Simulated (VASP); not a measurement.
# WS2 in VASP: single point with PBEsol

Aim: the single point of WS2 with PBEsol.

Program: VASP 6.6.1. These are calculated values, not measurements. Logs are shortened: lines on timing, memory, paths and dates and some standing lists are left out, and cuts for length are marked.

### Step 1. The cell of the first run

The cell holds a slab with vacuum, 6 atoms: a = 3.234 Å, b = 3.376 Å, c = 24.230 Å, α = 92.09°, β = 95.96°, γ = 124.41°.

### Step 2. Single point, PBEsol

INCAR reads:

```
SYSTEM = WS2
ALGO     = Normal         ! electronic algorithm
EDIFF    = 1E-7           ! SCF threshold, eV
ENCUT    = 520            ! plane-wave cutoff, eV
GGA      = PS             ! functional
ISIF     = 2              ! what is computed and relaxed
ISMEAR   = 0              ! smearing method
LASPH    = .TRUE.         ! aspherical terms in the spheres
LCHARG   = .FALSE.        ! write CHGCAR
LREAL    = .FALSE.        ! projectors in reciprocal space
LWAVE    = .FALSE.        ! write WAVECAR
NBANDS   = 35             ! bands
NELM     = 60             ! most SCF steps
PREC     = Accurate       ! precision mode
SIGMA    = 0.05           ! smearing width, eV
```

KPOINTS reads:

```
k-points
0
G
  12 12 2
  0 0 0
```

POSCAR reads:

```
WS2
1.0
    3.2247166648     -0.1730335772     -0.1730335771
   -1.7622098059      2.8792033403     -0.0633346849
   -1.2964030150     -1.2964030150     24.1602380064
W S
2 4
Direct
    0.3333333333      0.6666666667      0.6345659624
    0.6666666667      0.3333333333      0.3654340376
    0.3333333333      0.6666666667      0.2989660749
    0.6666666667      0.3333333333      0.5680485953
    0.3333333333      0.6666666667      0.4319514047
    0.6666666667      0.3333333333      0.7010339251
```

Potentials or basis: VASP PAW PBE potentials, release 64 (W_sv, S).

Launch:

```sh
$ cat potpaw_PBE.64/W_sv/POTCAR potpaw_PBE.64/S/POTCAR > POTCAR
$ mpirun -np 1 vasp_std > vasp.out
```

OUTCAR:

```text
SYSTEM = WS2
   EDIFF = 1E-7
   ENCUT = 520
   GGA = PS
   ISIF = 2
   ISMEAR = 0
   LASPH = .TRUE.
   LREAL = .FALSE.
   NELM = 60
   PREC = Accurate

 ion  position               nearest neighbor table
   1  0.333  0.667  0.635-   4 2.22   6 2.34   6 2.48   6 2.57   4 2.57   4 2.59
   2  0.667  0.333  0.365-   5 2.22   3 2.34   3 2.48   3 2.57   5 2.57   5 2.59
   3  0.333  0.667  0.299-   2 2.34   2 2.48   2 2.57
   4  0.667  0.333  0.568-   1 2.22   1 2.57   1 2.59
   5  0.333  0.667  0.432-   2 2.22   2 2.57   2 2.59
   6  0.667  0.333  0.701-   1 2.34   1 2.48   1 2.57

  LATTYP: Found a triclinic cell.
 ALAT       =     3.0851500862
 B/A-ratio  =     1.0482433512
 C/A-ratio  =     7.8108134121
 COS(alpha) =     0.0056572995
 COS(beta)  =     0.1065486148
 COS(gamma) =     0.4298552792

  Lattice vectors:

 A1 = (  -1.4625068589,  -2.7061697631,   0.2363682620)
 A2 = (  -3.2247166648,   0.1730335772,   0.1730335771)
 A3 = (  -1.6286107028,  -4.1159365112, -23.6875014824)

Analysis of symmetry for initial positions (statically):
=====================================================================
 Subroutine PRICEL returns:
 Original cell was already a primitive cell.

 Routine SETGRP: Setting up the symmetry group for a
 triclinic supercell.

 Subroutine GETGRP returns: Found  2 space group operations
 (whereof  2 operations were pure point group operations)
 out of a pool of  2 trial point group operations.

The static configuration has the point symmetry S_2 .

Analysis of symmetry for dynamics (positions and initial velocities):
=====================================================================
 Subroutine PRICEL returns:
 Original cell was already a primitive cell.

 Routine SETGRP: Setting up the symmetry group for a
 triclinic supercell.

 Subroutine GETGRP returns: Found  2 space group operations
 (whereof  2 operations were pure point group operations)
 out of a pool of  2 trial point group operations.

The dynamic configuration has the point symmetry S_2 .

 Subroutine INISYM returns: Found  2 space group operations
 (whereof  2 operations are pure point group operations),
 and found     1 'primitive' translations

----------------------------------------------------------------------------------------

                                     Primitive cell

  volume of cell :     215.6314

  direct lattice vectors                    reciprocal lattice vectors
[... 93 lines left out ...]
   ENCUT  =  520.0 eV  38.22 Ry    6.18 a.u.   6.01  6.28 45.05*2*pi/ulx,y,z
   NELM   =     60;   NELMIN=  2; NELMDL= -5     # of ELM steps
   EDIFF  = 0.1E-06   stopping-criterion for ELM
   LREAL  =      F    real-space projection
   EDIFFG = 0.1E-05   stopping-criterion for IOM
   NSW    =      0    number of steps for IOM
   IBRION =     -1    ionic relax: 0-MD 1-quasi-New 2-CG
   NFREE  =      0    steps in history (QN), initial steepest desc. (CG)
   ISIF   =      2    stress and relaxation
   ISYM   =      2    0-nonsym 1-usesym 2-fastsym
   POTIM  = 0.5000    time-step for ionic-motion
   TEBEG  =    0.0;   TEEND  =   0.0 temperature during run
   PSTRESS=    0.0 pullay stress
   NELECT =      52.0000    total number of electrons
   NUPDOWN=      -1.0000    fix difference up-down
   EMIN   =  10.00;   EMAX   =-10.00  energy-range for DOS
   EFERMI =   0.00;   METHOD = LEGACY
   ISMEAR =     0;   SIGMA  =   0.05  broadening in eV -4-tet -1-fermi 0-gaus
   EFERMI_NEDOS =   21; number of points for ismear=-14 and -15
   IALGO  =     38    algorithm
   IMIX   =      4    mixing-type and parameters
     AMIX     =   0.40;   BMIX     =  1.00
     AMIX_MAG =   1.60;   BMIX_MAG =  1.00
  volume/ion in A,a.u.               =      35.94       242.53
  Fermi-wavevector in a.u.,A,eV,Ry     =   1.018995  1.925621 14.127614  1.038350
  Thomas-Fermi vector in A             =   2.152484
   LORBIT       =      0    0 simple, 1 ext, 2 COOP (PROOUT), +10 PAW based schemes
   GGA     = PS    functional components
   LHFCALC =     F    Hartree Fock is set to
   AEXX    =    0.0000 exact exchange contribution
   IVDW    =     0    specifies the selected vdW correction
   LEPSILON=     F    determine dielectric tensor
   LRPA    =     F    only Hartree local field effects (RPA)
 non-spin polarized calculation
 Gauss-broadening in eV      SIGMA  =   0.05
  energy-cutoff  :      520.00
  volume of cell :      215.63
 maximum number of plane-waves:      5847
   NGX = 11   NGY = 13   NGZ = 89

 number of electron      52.0000004 magnetization

 Free energy of the ion-electron system (eV)
  ---------------------------------------------------
  ext. energy  EPLUGINS =         0.00000000
  ---------------------------------------------------
  free energy    TOTEN  =       -48.78876112 eV

  energy without entropy =      -48.78876112  energy(sigma->0) =      -48.78876112

 E-fermi :   1.2544     XC(G=0):  -6.0595

 val. band max:        0.9214461874   @ k =   0.0000   0.0000   0.0000
 cond. band min:       2.0571115091   @ k =   0.1667   0.1667   0.5000
 fundamental gap:      1.1356653218
 Fermi energy:         1.2543723088

 k-point     1 :       0.0000    0.0000    0.0000
  band No.  band energies     occupation
      1     -73.5701      2.00000
      2     -73.5701      2.00000
      3     -37.8179      2.00000
      4     -37.8179      2.00000
      5     -37.7376      2.00000
      6     -37.7376      2.00000
[... 901 lines left out ...]
     34       5.0200      0.00000
     35       6.5371      0.00000

 [... further k-points ...]
[... 5 lines left out ...]
  --------------------------------------------------------------------------------------
  -------------------------------------------------------------------------------------
  Total       -3.2277945     -2.8783331     -3.8128124      7.2513609     10.1646875     10.3434524
  in kB      -23.9830539    -21.3864974    -28.3298350     53.8788270     75.5253315     76.8535847
  external PRESSURE =     -24.5664621 kB  Pullay stress =       0.0000000 kB

 VOLUME and BASIS-vectors are now :
 -----------------------------------------------------------------------------
  energy-cutoff  :      520.00
  volume of cell :      215.63
      direct lattice vectors                 reciprocal lattice vectors
     3.224716665 -0.173033577 -0.173033577     0.322217151  0.197826098  0.027904760
    -1.762209806  2.879203340 -0.063334685     0.020427702  0.360270379  0.020427702
    -1.296403015 -1.296403015 24.160238006     0.002361242  0.002361242  0.041643722

 POSITION                                       TOTAL-FORCE (eV/Angst)
 -----------------------------------------------------------------------------------
     -0.92255      1.03914     15.23136         1.446321      0.227138      0.941128
      1.08866      0.37063      8.69251        -1.446321     -0.227138     -0.941128
     -0.48748      1.47421      7.12319        -0.930072     -1.505258      0.878428
      0.82599      0.10796     13.58772        -2.371664     -1.708964     -0.060468
     -0.65988      1.30181     10.33615         2.371664      1.708964      0.060468
      0.65359     -0.06444     16.80068         0.930072      1.505258     -0.878428
 -----------------------------------------------------------------------------------
    total drift:                               -0.000000     -0.000000     -0.000000

  FREE ENERGIE OF THE ION-ELECTRON SYSTEM (eV)
  ---------------------------------------------------
  free  energy   TOTEN  =       -48.7887611161 eV

  energy  without entropy=      -48.7887611161  energy(sigma->0) =      -48.78876112
```

Wall time 42 min (1 thread of Oxide Virtual Turin-like, shared host); peak memory 0.92 GiB.

Results:

- Free energy: -48.7888 eV
- Largest force: 2.924 eV/Å
- Band gap on the k mesh: 1.14 eV (least direct gap 1.43 eV)

Forces on the atoms (eV/Å):
```
W    1.446  0.227  0.941
W   -1.446 -0.227 -0.941
S   -0.930 -1.505  0.878
S   -2.372 -1.709 -0.060
S    2.372  1.709  0.060
S    0.930  1.505 -0.878
```

Caveat: the PAW data sets were made with another functional, which shifts forces and pressure a little; spin-orbit coupling is left out, which moves the levels of the heavy elements.
